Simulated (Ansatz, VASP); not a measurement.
## Two plane-wave programs on Au3C

INCAR

```
SYSTEM = Au3C
PREC = Accurate
ENCUT = 520
EDIFF = 1E-6
ISMEAR = 0
SIGMA = 0.1
LREAL = .FALSE.
LASPH = .TRUE.
NELM = 80
ALGO = Normal
ISIF = 2
LWAVE = .FALSE.
LCHARG = .FALSE.
LDIPOL = .TRUE.
IDIPOL = 3
DIPOL = 0.5 0.5 0.359
GGA = PE
NBANDS = 26
```

KPOINTS

```
Automatic mesh
0
G
  9 9 1
  0 0 0
```

POSCAR

```
Au3C
1.0
    2.9402049748      0.0000000000      0.0000000000
   -1.4701024874      2.5462922005      0.0000000000
    0.0000000000      0.0000000000     21.8974947720
Au C
3 1
Direct
    0.6666666667      0.3333333333      0.1826692981
    0.3333333333      0.6666666667      0.2945190844
    0.0000000000      0.0000000000      0.4063247812
    0.2222222222     -0.2222222222      0.5510901999
```

Input for Ansatz:

```yaml
crystal:
  lattice:
    - [2.9402049748, 0.0, 0.0]
    - [-1.4701024874, 2.5462922005, 0.0]
    - [0.0, 0.0, 21.897494772]
  atoms:
    - { symbol: Au, position: [0.6666666667, 0.3333333333, 0.1826692981] }
    - { symbol: Au, position: [0.3333333333, 0.6666666667, 0.2945190844] }
    - { symbol: Au, position: [0.0, 0.0, 0.4063247812] }
    - { symbol: C, position: [0.2222222222, -0.2222222222, 0.5510901999] }
basis:
  ecutwfc: 420
kpoints:
  mp_grid: { grid: [9, 9, 1] }
hamiltonian:
  xc: pbe
scf:
  occupations: { method: gaussian, width: 0.1 }
output:
  forces: true
  eigenvalues: true
efield:
  axis: 3
  dipole_correction: true
  ramp_width: 0.04
```

Alike in both runs: task single point; functional PBE; k mesh 9 × 9 × 1; occupations gaussian, width 0.1 eV; no spin polarisation.

|  | VASP | Ansatz |
| --- | --- | --- |
| version | VASP 6.6.1 | Ansatz 0.2.0 |
| potentials or method | VASP PAW PBE potentials, release 64 (Au, C), cutoff 520 eV | scalar-relativistic, plane waves, PAW |
| valence electrons in the cell | 37 | 61 |

VASP gave:

```
gap on the k mesh at the Fermi level (eV) : none
rms of the force components (eV/Å)        : 0.184
```

Problem. What did Ansatz give for the same quantities?

Solution. gap on the k mesh at the Fermi level (eV): none; rms of the force components (eV/Å): 0.185.

Atom by atom the forces differ by 0.003 eV/Å (rms over components). A gap of «none» marks a metal or a gap that the smearing closes. VASP's potentials hold 37 valence electrons a cell and Ansatz's 61, so a difference there can come from the potentials and not from the codes.

Spin-orbit coupling is off throughout.
